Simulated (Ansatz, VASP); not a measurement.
HfN in VASP and in Ansatz

```xyz
4
Lattice="0.0000 -2.2340 -2.2340 0.0000 2.2340 -2.2340 4.4680 0.0000 0.0000" Properties=species:S:1:pos:R:3 pbc="T T T"
Hf    2.2340   -0.0392   -2.2340
Hf    0.0000    0.0392    0.0000
N     0.0000    0.0883   -2.2340
N     2.2340   -0.0883    0.0000
```

Change from the starting cell: mode 4 frozen in at -0.042 Å and mode 11 at +0.065 Å (largest displacements).

Alike in both runs: task single point; functional LDA; k mesh 14 × 14 × 10; occupations gaussian, width 0.15 eV; no spin polarisation.

|  | VASP | Ansatz |
| --- | --- | --- |
| version | VASP 6.6.1 | Ansatz 0.2.0 |
| potentials or method | VASP PAW LDA potentials, release 64 (Hf_pv, N), cutoff 520 eV | scalar-relativistic, plane waves, PAW |
| valence electrons in the cell | 30 | 62 |

Ansatz gave:

```
gap on the k mesh at the Fermi level (eV)                     : none
pressure (GPa)                                                : 0.4
traceless stress, the component that is largest in VASP (GPa) : 0.89
rms of the force components (eV/Å)                            : 0.390
```

Problem. Which values does VASP return?

Solution. gap on the k mesh at the Fermi level (eV): none; pressure (GPa): -0.8; traceless stress, the component that is largest in VASP (GPa): 0.87; rms of the force components (eV/Å): 0.394.

Ansatz warns that its potentials were made for another functional, while VASP's fit it. LDA's correlation is that of Perdew and Zunger in VASP and of Perdew and Wang (1992) in Ansatz. Atom by atom the forces differ by 0.006 eV/Å (rms over components). A gap of «none» marks a metal or a gap that the smearing closes. VASP's potentials hold 30 valence electrons a cell and Ansatz's 62, so a difference there can come from the potentials and not from the codes.

Spin-orbit coupling is off throughout.
